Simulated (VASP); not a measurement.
## Zn3GeN: relaxation of cell and atoms with PBE

Zn3GeN:

```xyz
5
Lattice="4.4046 0.0000 0.0000 0.0000 4.4046 0.0000 0.0000 0.0000 4.4046" Properties=species:S:1:pos:R:3 pbc="T T T"
Zn    2.2023    2.2023    0.0000
Zn    2.2023    0.0000    2.2023
Zn    0.0000    2.2023    2.2023
Ge    0.0000    0.0000    0.0000
N     2.2023    2.2023    2.2023
```

The cell was generated, and may not be a known phase.

```json
{
  "Program": "VASP 6.6.1",
  "Task": "relaxation of cell and atoms",
  "Functional": "PBE",
  "Potentials or basis": "VASP PAW PBE potentials, release 64 (Zn, Ge_d, N)",
  "Cutoff": "600 eV",
  "k mesh": "4 × 4 × 4",
  "Occupations": "gaussian, width 0.1 eV",
  "Spin": "no spin polarisation",
  "Dipole correction": "no",
  "Further INCAR settings": "ALGO = Normal; EDIFF = 1e-07; IBRION = 2; EDIFFG = -0.04; NSW = 90; ISIF = 3"
}
```

```
Relaxed volume                        : 14.82 Å³/atom
Relaxed cell                          : a = 4.200 Å, b = 4.200 Å, c = 4.200 Å, α = 90.00°, β = 90.00°, γ = 90.00°
Space group after relaxing (to 0.1 Å) : Pm-3m (No. 221)
Energy gained by relaxing             : 74.2 meV/atom
Ionic steps                           : 2
Pressure after relaxing               : -0.1 GPa
Band gap on the k mesh                : zero (an odd number of electrons rules out a gap without spin polarisation)
```

Step by step:
```csv
step,energy change (eV),largest force (eV/Å),pressure (GPa),volume (Å³)
1,0.0000,0.0000,-9.02,85.45
2,-0.3709,0.0000,-0.14,74.09
```

Final structure:
```yaml
crystal:
  lattice:
    - [4.20004, 0.00000, 0.00000]
    - [0.00000, 4.20004, 0.00000]
    - [0.00000, 0.00000, 4.20004]
  atoms:
    - { symbol: Zn, position: [0.50000, 0.50000, 0.00000] }
    - { symbol: Zn, position: [0.50000, 0.00000, 0.50000] }
    - { symbol: Zn, position: [0.00000, 0.50000, 0.50000] }
    - { symbol: Ge, position: [0.00000, 0.00000, 0.00000] }
    - { symbol: N, position: [0.50000, 0.50000, 0.50000] }
```

Levels at points of the mesh, in eV from the Fermi level:
```
           k point  band 25  band 26  band 27  band 28  band 29  band 30  band 31  band 32
(0.00, 0.00, 0.00)    -5.07    -0.05    -0.05    -0.01    -0.01    -0.01     0.49     6.82
(0.50, 0.00, 0.00)    -3.96    -3.78    -0.16    -0.16     1.18     2.54     3.51     4.53
(0.50, 0.50, 0.00)    -3.51    -1.09    -0.35    -0.35     1.25     1.79     3.35     3.35
(0.50, 0.50, 0.50)    -4.51    -3.76    -3.76    -3.76     3.34     3.34     3.34     5.82
```

Run time: 32 s on 1 thread of Intel(R) Xeon(R) 6975P-C (Granite Rapids), with other jobs on the host, peak memory 0.21 GiB.
